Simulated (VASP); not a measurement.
# C (C2/m) in VASP: further runs

The runs below take C through single point, with PBE+D3(BJ).

Program: VASP 6.6.1. These are calculated values, not measurements. Logs are shortened: lines on timing, memory, paths and dates and some standing lists are left out, and cuts for length are marked.

### Step 1. The cell of the first run

Symmetry: C2/m, No. 12, monoclinic system. The conventional cell has a = 4.269 Å, b = 2.465 Å, c = 3.650 Å, α = 90.00°, β = 112.95°, γ = 90.00°. Within 1.8 Å of C (site symmetry m) lie 3 C at 1.34 to 1.48 Å.

### Step 2. Single point, PBE+D3(BJ) (mode 4 frozen in at -0.071 Å and mode 6 at -0.045 Å (largest displacements))

File INCAR:

```
SYSTEM = C
  ALGO = Normal
  EDIFF = 1E-7
  ENCUT = 520
  GGA = PE
  ISIF = 2
  ISMEAR = 0
  IVDW = 12
  LASPH = .TRUE.
  LCHARG = .FALSE.
  LREAL = .FALSE.
  LWAVE = .FALSE.
  NBANDS = 11
  NELM = 80
  PREC = Accurate
  SIGMA = 0.05
```

File KPOINTS:

```
k-points
0
G
  15 15 15
  0 0 0
```

File POSCAR:

```
C
1.0
    1.2324984681      0.7115833223      3.3613878357
   -1.2324984681      0.7115833223      3.3613878357
    0.0000000000     -1.4231666447      3.3613878357
C
2
Direct
    0.1489852168      0.1489852168      0.1806048449
    0.8510147832      0.8510147832      0.8193951551
```

Potentials or basis: VASP PAW PBE potentials, release 64 (C).

Command:

```sh
cat potpaw_PBE.64/C/POTCAR > POTCAR
mpirun -np 1 vasp_std > vasp.out
```

OUTCAR:

```text
SYSTEM = C
   EDIFF = 1E-7
   ENCUT = 520
   GGA = PE
   ISIF = 2
   ISMEAR = 0
   IVDW = 12
   LASPH = .TRUE.
   LREAL = .FALSE.
   NELM = 80
   PREC = Accurate
 IVDW          = 12

 ion  position               nearest neighbor table
   1  0.149  0.149  0.181-   2 1.34   2 1.48   2 1.48
   2  0.851  0.851  0.819-   1 1.34   1 1.48   1 1.48

  LATTYP: Found a trigonal (rhomboedric) cell.
 ALAT       =     3.6502508791
 COS(alpha) =     0.7719881893

  Lattice vectors:

 A1 = (   1.2324984681,   0.7115833223,   3.3613878357)
 A2 = (  -1.2324984681,   0.7115833223,   3.3613878357)
 A3 = (   0.0000000000,  -1.4231666447,   3.3613878357)

Analysis of symmetry for initial positions (statically):
=====================================================================
 Subroutine PRICEL returns:
 Original cell was already a primitive cell.

 Routine SETGRP: Setting up the symmetry group for a
 trigonal (rhombohedral) supercell.

 Subroutine GETGRP returns: Found  4 space group operations
 (whereof  4 operations were pure point group operations)
 out of a pool of 12 trial point group operations.

The static configuration has the point symmetry C_2h.

Analysis of symmetry for dynamics (positions and initial velocities):
=====================================================================
 Subroutine PRICEL returns:
 Original cell was already a primitive cell.

 Routine SETGRP: Setting up the symmetry group for a
 trigonal (rhombohedral) supercell.

 Subroutine GETGRP returns: Found  4 space group operations
 (whereof  4 operations were pure point group operations)
 out of a pool of 12 trial point group operations.

The dynamic configuration has the point symmetry C_2h.

 Subroutine INISYM returns: Found  4 space group operations
 (whereof  4 operations are pure point group operations),
 and found     1 'primitive' translations

----------------------------------------------------------------------------------------

                                     Primitive cell

  volume of cell :      17.6881

  direct lattice vectors                    reciprocal lattice vectors
     1.232498468  0.711583322  3.361387836     0.405680017  0.234219467  0.099165389
    -1.232498468  0.711583322  3.361387836    -0.405680017  0.234219467  0.099165389
     0.000000000 -1.423166645  3.361387836     0.000000000 -0.468438935  0.099165389

  length of vectors
     3.650250879  3.650250879  3.650250879     0.478820227  0.478820227  0.478820227

  position of ions in fractional coordinates (direct lattice)
     0.148985217  0.148985217  0.180604845
     0.851014783  0.851014783  0.819395155

  ion indices of the primitive-cell ions
   primitive index   ion index
                 1           1
                 2           2

----------------------------------------------------------------------------------------

 KPOINTS: k-points

Automatic generation of k-mesh.
 Grid dimensions read from file:
 generate k-points for:   15   15   15

 Generating k-lattice:

  Cartesian coordinates                     Fractional coordinates (reciprocal lattice)
     0.027045334  0.015614631  0.006611026     0.066666667  0.000000000  0.000000000
    -0.027045334  0.015614631  0.006611026     0.000000000  0.066666667  0.000000000
     0.000000000 -0.031229262  0.006611026     0.000000000  0.000000000  0.066666667

  Length of vectors
     0.031921348  0.031921348  0.031921348

  Shift w.r.t. Gamma in fractional coordinates (k-lattice)
     0.000000000  0.000000000  0.000000000

 Subroutine IBZKPT returns following result:
 ===========================================

 Found    904 irreducible k-points:

 Following reciprocal coordinates:
            Coordinates               Weight
  0.000000  0.000000  0.000000      1.000000
  0.066667 -0.000000  0.000000      4.000000
  0.000000  0.000000  0.066667      2.000000
  0.133333  0.000000  0.000000      4.000000
  0.000000  0.000000  0.133333      2.000000
  0.200000  0.000000 -0.000000      4.000000
[... 16 lines left out ...]
  0.066667  0.000000  0.200000      4.000000
  0.266667  0.066667  0.000000      4.000000
 [... further k-points ...]
   k-points           NKPTS =    904   k-points in BZ     NKDIM =    904   number of bands    NBANDS=     11
   number of dos      NEDOS =    301   number of ions     NIONS =      2
   total plane-waves  NPLWV =  21952
   dimension x,y,z NGX =    28 NGY =   28 NGZ =   28
   dimension x,y,z NGXF=    56 NGYF=   56 NGZF=   56
   ions per type =               2
   NGX,Y,Z   is equivalent  to a cutoff of  12.75, 12.75, 12.75 a.u.
   NGXF,Y,Z  is equivalent  to a cutoff of  25.50, 25.50, 25.50 a.u.
 SYSTEM =  C
   PREC   = accura    normal or accurate (medium, high low for compatibility)
   ISTART =      0    job   : 0-new  1-cont  2-samecut
   ICHARG =      2    charge: 1-file 2-atom 10-const
   ISPIN  =      1    spin polarized calculation?
   LNONCOLLINEAR =      F non collinear calculations
   LSORBIT =      F    spin-orbit coupling
   LASPH  =      T    aspherical Exc in radial PAW
   ENCUT  =  520.0 eV  38.22 Ry    6.18 a.u.   6.79  6.79  6.79*2*pi/ulx,y,z
   NELM   =     80;   NELMIN=  2; NELMDL= -5     # of ELM steps
   EDIFF  = 0.1E-06   stopping-criterion for ELM
   LREAL  =      F    real-space projection
   EDIFFG = 0.1E-05   stopping-criterion for IOM
   NSW    =      0    number of steps for IOM
   IBRION =     -1    ionic relax: 0-MD 1-quasi-New 2-CG
   NFREE  =      0    steps in history (QN), initial steepest desc. (CG)
   ISIF   =      2    stress and relaxation
   ISYM   =      2    0-nonsym 1-usesym 2-fastsym
   POTIM  = 0.5000    time-step for ionic-motion
   TEBEG  =    0.0;   TEEND  =   0.0 temperature during run
   PSTRESS=    0.0 pullay stress
   NELECT =       8.0000    total number of electrons
   NUPDOWN=      -1.0000    fix difference up-down
   EMIN   =  10.00;   EMAX   =-10.00  energy-range for DOS
   EFERMI =   0.00;   METHOD = LEGACY
   ISMEAR =     0;   SIGMA  =   0.05  broadening in eV -4-tet -1-fermi 0-gaus
   EFERMI_NEDOS =   21; number of points for ismear=-14 and -15
   IALGO  =     38    algorithm
   IMIX   =      4    mixing-type and parameters
     AMIX     =   0.40;   BMIX     =  1.00
     AMIX_MAG =   1.60;   BMIX_MAG =  1.00
  volume/ion in A,a.u.               =       8.84        59.68
  Fermi-wavevector in a.u.,A,eV,Ry     =   1.256640  2.374705 21.485554  1.579144
  Thomas-Fermi vector in A             =   2.390338
   LORBIT       =      0    0 simple, 1 ext, 2 COOP (PROOUT), +10 PAW based schemes
   GGA     = PE    functional components
   LHFCALC =     F    Hartree Fock is set to
   AEXX    =    0.0000 exact exchange contribution
   IVDW    =    12    specifies the selected vdW correction
   LEPSILON=     F    determine dielectric tensor
   LRPA    =     F    only Hartree local field effects (RPA)
 non-spin polarized calculation
 Gauss-broadening in eV      SIGMA  =   0.05
  energy-cutoff  :      520.00
  volume of cell :       17.69
 maximum number of plane-waves:       490
   NGX = 13   NGY = 13   NGZ = 13

 number of electron       8.0000000 magnetization

 Free energy of the ion-electron system (eV)
  ---------------------------------------------------
  ext. energy  EPLUGINS =         0.00000000
  ---------------------------------------------------
  free energy    TOTEN  =       -18.02984005 eV

  energy without entropy =      -18.02983980  energy(sigma->0) =      -18.02983992

 E-fermi :   4.6027     XC(G=0): -10.3284

 val. band max:        4.4843822769   @ k =   0.3333   0.0667  -0.2667
 cond. band min:       4.7168777302   @ k =  -0.3333   0.3333   0.0000
 fundamental gap:      0.2324954533
 Fermi energy:         4.6027474652

 k-point     1 :       0.0000    0.0000    0.0000
  band No.  band energies     occupation
      1     -14.9579      2.00000
      2      -1.8447      2.00000
      3       0.5795      2.00000
      4       3.1964      2.00000
      5       8.4598      0.00000
      6      11.2920      0.00000
      7      14.5561      0.00000
      8      16.4013      0.00000
      9      17.4253      0.00000
     10      27.3093      0.00000
     11      30.1370      0.00000

 k-point     2 :       0.0667   -0.0000    0.0000
  band No.  band energies     occupation
      1     -14.8501      2.00000
      2      -1.7418      2.00000
      3       0.3489      2.00000
      4       2.7475      2.00000
      5       8.5864      0.00000
      6      11.4656      0.00000
      7      14.9713      0.00000
      8      16.0877      0.00000
      9      17.5553      0.00000
     10      27.6332      0.00000
     11      29.2092      0.00000

 k-point     3 :       0.0000    0.0000    0.0667
  band No.  band energies     occupation
      1     -14.8517      2.00000
      2      -1.7370      2.00000
      3       0.2378      2.00000
      4       2.8666      2.00000
      5       8.5963      0.00000
      6      11.8427      0.00000
      7      14.4114      0.00000
      8      16.0289      0.00000
      9      17.6792      0.00000
     10      27.6512      0.00000
     11      29.9955      0.00000

 k-point     4 :       0.1333    0.0000    0.0000
  band No.  band energies     occupation
      1     -14.5276      2.00000
      2      -1.4409      2.00000
      3      -0.3145      2.00000
      4       1.6667      2.00000
      5       8.9546      0.00000
      6      11.8040      0.00000
      7      15.1494      0.00000
      8      16.1631      0.00000
      9      18.0180      0.00000
     10      27.2874      0.00000
     11      28.4361      0.00000

 k-point     5 :       0.0000    0.0000    0.1333
  band No.  band energies     occupation
      1     -14.5342      2.00000
      2      -1.4313      2.00000
      3      -0.6835      2.00000
      4       2.0911      2.00000
      5       8.9848      0.00000
      6      13.2701      0.00000
      7      13.9942      0.00000
      8      15.0749      0.00000
      9      18.3727      0.00000
     10      28.0501      0.00000
     11      28.7370      0.00000
[... 211 lines left out ...]
 k-point    21 :       0.2000    0.0667    0.0000
  band No.  band energies     occupation
      1     -14.2000      2.00000
      2      -1.3835      2.00000
      3      -0.9811      2.00000
      4       1.0270      2.00000
      5       9.4693      0.00000
      6      12.7097      0.00000
      7      14.2871      0.00000
      8      15.9592      0.00000
      9      18.9706      0.00000
     10      25.9707      0.00000
     11      28.7082      0.00000

 k-point    22 :      -0.2000    0.0000   -0.0667
  band No.  band energies     occupation
      1     -14.1921      2.00000
      2      -1.2574      2.00000
      3      -0.7543      2.00000
      4       0.6344      2.00000
      5       9.4661      0.00000
      6      11.8427      0.00000
      7      14.5741      0.00000
      8      17.3199      0.00000
      9      18.4658      0.00000
     10      25.3746      0.00000
     11      28.9865      0.00000

 k-point    23 :       0.0667    0.0000    0.2000
  band No.  band energies     occupation
      1     -14.2049      2.00000
      2      -1.5147      2.00000
      3      -1.1027      2.00000
      4       1.3372      2.00000
      5       9.5485      0.00000
      6      13.7604      0.00000
      7      14.0178      0.00000
      8      14.7190      0.00000
      9      18.9816      0.00000
     10      26.1291      0.00000
     11      29.2067      0.00000

 k-point    24 :       0.2667    0.0667    0.0000
  band No.  band energies     occupation
      1     -13.5616      2.00000
      2      -2.4281      2.00000
      3      -0.5646      2.00000
      4      -0.1317      2.00000
      5       9.8757      0.00000
      6      12.7450      0.00000
      7      13.4380      0.00000
      8      17.5047      0.00000
      9      20.0311      0.00000
     10      24.2609      0.00000
     11      27.9494      0.00000

 [... further k-points ...]

------------------------ aborting loop because EDIFF is reached ----------------------------------------

 Edisp (eV)   -0.31235

 E8    (eV) :    -0.0885

  FORCE on cell =-STRESS in cart. coord.  units (eV):
  Direction    XX          YY          ZZ          XY          YZ          ZX
  --------------------------------------------------------------------------------------
  -------------------------------------------------------------------------------------
  Total      -0.36567     1.75535    -0.36697     0.00000    -0.73897     0.00000
  in kB     -33.12236   158.99809   -33.23996     0.00000   -66.93544     0.00000
  external pressure =       30.88 kB  Pullay stress =        0.00 kB

 VOLUME and BASIS-vectors are now :
 -----------------------------------------------------------------------------
  energy-cutoff  :      520.00
  volume of cell :       17.69
      direct lattice vectors                 reciprocal lattice vectors
     1.232498468  0.711583322  3.361387836     0.405680017  0.234219467  0.099165389
    -1.232498468  0.711583322  3.361387836    -0.405680017  0.234219467  0.099165389
     0.000000000 -1.423166645  3.361387836     0.000000000 -0.468438935  0.099165389

 POSITION                                       TOTAL-FORCE (eV/Angst)
 -----------------------------------------------------------------------------------
      0.00000     -0.04500      1.60868         0.000000      5.148185      2.230306
      0.00000      0.04500      8.47549         0.000000     -5.148185     -2.230306
 -----------------------------------------------------------------------------------
    total drift:                                0.000000     -0.000000      0.000000

  FREE ENERGIE OF THE ION-ELECTRON SYSTEM (eV)
  ---------------------------------------------------
  free  energy   TOTEN  =       -18.3421893928 eV

  energy  without entropy=      -18.3421891464  energy(sigma->0) =      -18.34218927
```

Run time: 2.4 min. Hardware: 1 thread of Intel Xeon Platinum 8488C (Sapphire Rapids), shared host; peak memory 0.28 GiB.

Results:

```yaml
Free_energy: -18.3422 eV
Pressure: 3.1 GPa
Largest_force: 5.611 eV/Å
Band_gap_on_the_k_mesh: 0.23 eV, indirect (least direct gap 0.25 eV)
Dispersion_energy_per_atom: -0.156 eV
```

Forces in eV/Å, atoms in the order of the input:
```
C    0.000  5.148  2.230
C    0.000 -5.148 -2.230
```

Caveat: the cell differs from its parent crystal (mode 4 frozen in at -0.071 Å and mode 6 at -0.045 Å (largest displacements)); forces of over 1 eV/Å act on the atoms, so gaps and moduli don't describe the material at rest. A k mesh can miss the band edges.

### Step 3. Single point, PBE+D3(BJ) (mode 4 frozen in at -0.071 Å and mode 6 at -0.060 Å (largest displacements))

File INCAR:

```
SYSTEM = C
PREC = Accurate ; ENCUT = 520
EDIFF = 1E-6 ; ISMEAR = 0
SIGMA = 0.05 ; LREAL = .FALSE.
LASPH = .TRUE. ; NELM = 100
ALGO = Normal ; ISIF = 2
LWAVE = .FALSE. ; LCHARG = .FALSE.
GGA = PE ; IVDW = 12
NBANDS = 11
```

File KPOINTS:

```
regular mesh
0
G
  15 15 15
  0 0 0
```

File POSCAR:

```
C
1.0
    1.2324984681      0.7115833223      3.3613878357
   -1.2324984681      0.7115833223      3.3613878357
    0.0000000000     -1.4231666447      3.3613878357
C
2
Direct
    0.1454719248      0.1454719248      0.1876314289
    0.8545280752      0.8545280752      0.8123685711
```

Potentials or basis: VASP PAW PBE potentials, release 64 (C).

Command:

```sh
cat potpaw_PBE.64/C/POTCAR > POTCAR
mpirun -np 1 vasp_std > vasp.out
```

Run time: 1.7 min. Hardware: 1 thread of Intel Xeon Platinum 8559C (Emerald Rapids), shared host; peak memory 0.27 GiB.

It converged, with:

| Property | Result |
| --- | --- |
| Free energy | -18.1588 eV |
| Pressure | 6.3 GPa |
| Largest force | 7.406 eV/Å |
| Band gap on the k mesh | 0.25 eV, indirect (least direct gap 0.27 eV) |
| Dispersion energy per atom | -0.156 eV |

Forces on the atoms (eV/Å):
```
C    0.000  7.096  2.120
C    0.000 -7.096 -2.120
```

Stress tensor (GPa, compression positive):
```
-2.59  0.00  0.00
 0.00 24.81 -9.22
 0.00 -9.22 -3.28
```

Levels at points of the mesh, in eV from the valence-band top:
```csv
k point,band 1,band 2,band 3,band 4,band 5,band 6,band 7,band 8,band 9
"(0.00, 0.00, 0.00)",-19.40,-6.30,-4.23,-0.77,4.04,6.31,10.47,12.02,13.23
```

Caveat: the cell differs from its parent crystal (mode 4 frozen in at -0.071 Å and mode 6 at -0.060 Å (largest displacements)); forces of over 1 eV/Å act on the atoms, so gaps and moduli don't describe the material at rest. A k mesh can miss the band edges.

[end of part 1 of 2]
